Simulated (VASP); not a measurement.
A run of VASP 6.6.1:

The input INCAR:

```
PREC     = Accurate       # precision mode
ENCUT    = 600            # plane-wave cutoff, eV
EDIFF    = 1E-6           # SCF threshold, eV
ISMEAR   = 1              # smearing method
SIGMA    = 0.1            # smearing width, eV
LREAL    = False          # projectors in reciprocal space
LASPH    = True           # aspherical terms in the spheres
NELM     = 120            # most SCF steps
ALGO     = Normal         # electronic algorithm
ISIF     = 2              # what is computed and relaxed
LWAVE    = False          # write WAVECAR
LCHARG   = False          # write CHGCAR
GGA      = PS             # functional
NBANDS   = 11             # bands
GGA_COMPAT= False
```

KPOINTS

```
regular mesh
0
Gamma
  11 11 3
```

POSCAR

```
C
1.0
    2.4117046327      0.0000000000      0.0000000000
   -1.2058523164      2.0885978554      0.0000000000
    0.0000000000      0.0000000000      8.3694920074
C
2
Direct
    0.3333333333      0.6666666667      0.0000000000
    0.6666666667      0.3333333333      0.0000000000
```

Potentials or basis: VASP PAW PBE potentials, release 64 (C).

Command:

```sh
$ cat potpaw_PBE.64/C/POTCAR > POTCAR
$ mpirun -np 1 vasp_std > vasp.out
```

Hardware: 1 thread of Intel(R) Xeon(R) 6975P-C (Granite Rapids), with other jobs on the host.

**Question.** Estimate the wall time of this run.

**Answer.** Wall time 9.7 s on 1 thread of Intel(R) Xeon(R) 6975P-C (Granite Rapids), with other jobs on the host, peak memory 0.16 GiB. Counts: scf iterations 15, k points 32.
